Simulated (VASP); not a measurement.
Write the native input for VASP 6.6.1 that does the following.

```
Task                               : single point
Functional                         : PBE0
Potentials or basis                : VASP PAW PBE potentials, release 64 (Pt)
Cutoff                             : 520 eV
k mesh                             : 6 × 6 × 6
Occupations                        : fermi-dirac, width 0.05 eV
Spin                               : no spin polarisation
Dipole correction                  : no
Grid for exact exchange (PRECFOCK) : Normal
Further INCAR settings             : ALGO = Normal; EDIFF = 1e-06; NBANDS = 11
Share of exact exchange            : 0.25
```

Crystal: Pt.

```
Pt
1.0
    -1.58217    1.58498    1.58466
     1.60292   -1.57978    1.60020
     1.56748    1.56509   -1.57945
Pt
1
Cartesian
  0.0000 0.0000 0.0000
```

These files were run (other wordings do the same):

POSCAR

```
Pt
1.0
   -1.5821724000      1.5849819900      1.5846552900
    1.6029151900     -1.5797795700      1.6001956600
    1.5674823500      1.5650895200     -1.5794528700
Pt
1
Direct
    0.0000000000      0.0000000000      0.0000000000
```

INCAR.step1

```
SYSTEM = Pt
PREC = Accurate
ENCUT = 520
EDIFF = 1E-5
ISMEAR = -1
SIGMA = 0.05
LREAL = .False.
LASPH = .True.
NELM = 60
ALGO = Normal
ISIF = 2
LWAVE = .True.
LCHARG = .False.
GGA = PE
NBANDS = 11
```

INCAR.step2

```
SYSTEM = Pt
PREC = Accurate
ENCUT = 520
EDIFF = 1E-6
ISMEAR = -1
SIGMA = 0.05
LREAL = .False.
LASPH = .True.
NELM = 60
ALGO = Normal
ISIF = 2
LWAVE = .False.
LCHARG = .False.
GGA = PE
LHFCALC = .True.
AEXX = 0.25
PRECFOCK = Normal
ISTART = 1
NBANDS = 11
```

KPOINTS

```
Automatic mesh
0
Gamma
  6 6 6
  0 0 0
```

Potentials or basis: VASP PAW PBE potentials, release 64 (Pt).

The run is started by

```bash
$ cat potpaw_PBE.64/Pt/POTCAR > POTCAR
$ cp INCAR.step1 INCAR
$ mpirun -np 1 vasp_std > vasp.out
$ cp INCAR.step2 INCAR
$ mpirun -np 1 vasp_std > vasp.out
```

Results of the run:

| Property | Result |
| --- | --- |
| Pressure | -8.7 GPa |
| Band gap on the k mesh | zero (bands 5 and 6 overlap by 3.50 eV) |

Caveat: the k points lie up to 0.47 Å⁻¹ apart, too coarse for converged energies and pressures of a metal; the PAW data sets were made with another functional, which shifts forces and pressure a little; spin-orbit coupling is left out, which moves the levels of the heavy elements.

Wall time 66 min on 1 thread of AMD EPYC 7R43 64-Core Processor (Zen 3) (shared host), peak memory 0.12 GiB.
